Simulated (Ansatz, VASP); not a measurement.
## One calculation of Ta, two programs

```xyz
2
Lattice="0.0000 2.9670 2.9670 2.9670 0.0000 2.9670 2.9670 2.9670 0.0000" Properties=species:S:1:pos:R:3 pbc="T T T"
Ta    0.7417    0.7417    0.7417
Ta    5.1922    5.1922    5.1922
```

Alike in both runs: functional LDA; k mesh 9 × 9 × 9; occupations fermi-dirac, width 0.1 eV; no spin polarisation.

Ansatz relaxed the structure, and its values are those at the end. VASP's run is a single point on that final structure, the one shown.

|  | VASP | Ansatz |
| --- | --- | --- |
| version | VASP 6.6.1 | Ansatz 0.2.0 |
| potentials or method | VASP PAW LDA potentials, release 64 (Ta_pv), cutoff 520 eV | plane waves (420 eV) with PAW, scalar-relativistic |
| valence electrons in the cell | 22 | 26 |

Ansatz gave:

- pressure (GPa): 0.0

Q: Estimate VASP's values.

A: Pressure (GPa): 0.3.

Ansatz warns that its potentials were made for another functional, while VASP's fit it. LDA's correlation is that of Perdew and Zunger in VASP and of Perdew and Wang (1992) in Ansatz. VASP's potentials hold 22 valence electrons a cell and Ansatz's 26, so a difference there can come from the potentials and not from the codes.

Neither program's run includes spin-orbit coupling.
